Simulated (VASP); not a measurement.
Set up this calculation in VASP 6.6.1, as the native input.

```
Task                   : single point
Functional             : revPBE
Dispersion             : D4
Potentials or basis    : VASP PAW PBE potentials, release 64 (V_sv, O)
Cutoff                 : 600 eV
k mesh                 : 6 × 6 × 9
Occupations            : fermi-dirac, width 0.05 eV
Spin                   : collinear spin, ferromagnetic start
Starting moments       : [2.0, 2.0, 0.0, 0.0, 0.0, 0.0] μB
Dipole correction      : no
Further INCAR settings : ALGO = Normal; EDIFF = 1e-06; NBANDS = 38
```

The structure of VO2 lies in POSCAR:

```
VO2
1.0
    4.5407039537      0.0000000000      0.0000000000
    0.0000000000      4.5407039537      0.0000000000
    0.0000000000      0.0000000000      2.8249214610
V O
2 4
Direct
    0.5000000000      0.5000000000      0.5000000000
    0.0000000000      0.0000000000      0.0000000000
    0.2008466609      0.7991533391      0.5000000000
    0.7991533391      0.2008466609      0.5000000000
    0.7008466609      0.7008466609      0.0000000000
    0.2991533391      0.2991533391      0.0000000000
```

One way to write it, as run:

INCAR

```
PREC = Accurate
ENCUT = 600
EDIFF = 1E-6
ISMEAR = -1
SIGMA = 0.05
LREAL = False
LASPH = True
NELM = 200
ALGO = Normal
ISIF = 2
LWAVE = False
LCHARG = False
ISPIN = 2
MAGMOM = 2 2 0 0 0 0
LORBIT = 11
LMAXMIX = 4
GGA = RE
IVDW = 13
NBANDS = 38
GGA_COMPAT = False
```

KPOINTS

```
regular mesh
0
Gamma
  6 6 9
```

Potentials or basis: VASP PAW PBE potentials, release 64 (V_sv, O).

The run is started by

```console
$ cat potpaw_PBE.64/V_sv/POTCAR potpaw_PBE.64/O/POTCAR > POTCAR
$ mpirun -np 1 vasp_std > vasp.out
```

It gave:

```json
{"Pressure": "0.7 GPa", "Largest force": "0.027 eV/Å", "Band gap on the k mesh": "zero (filled and empty bands overlap)", "Net moment": "2.00 μB per cell", "Site moments": "V +1.05; O -0.06 μB", "Valence electrons inside the program's atomic spheres": "V 11.56; O 5.07", "Dispersion energy per atom": "-0.460 eV"}
```

Caveat: the PAW data sets were made with another functional, which shifts forces and pressure a little; semilocal functionals often make such compounds metallic where correlation or magnetic order opens a gap, which also shifts bond lengths.

It took 5.4 min on 1 thread of Intel(R) Xeon(R) Platinum 8375C CPU @ 2.90GHz (Ice Lake) (shared host), peak memory 0.32 GiB.
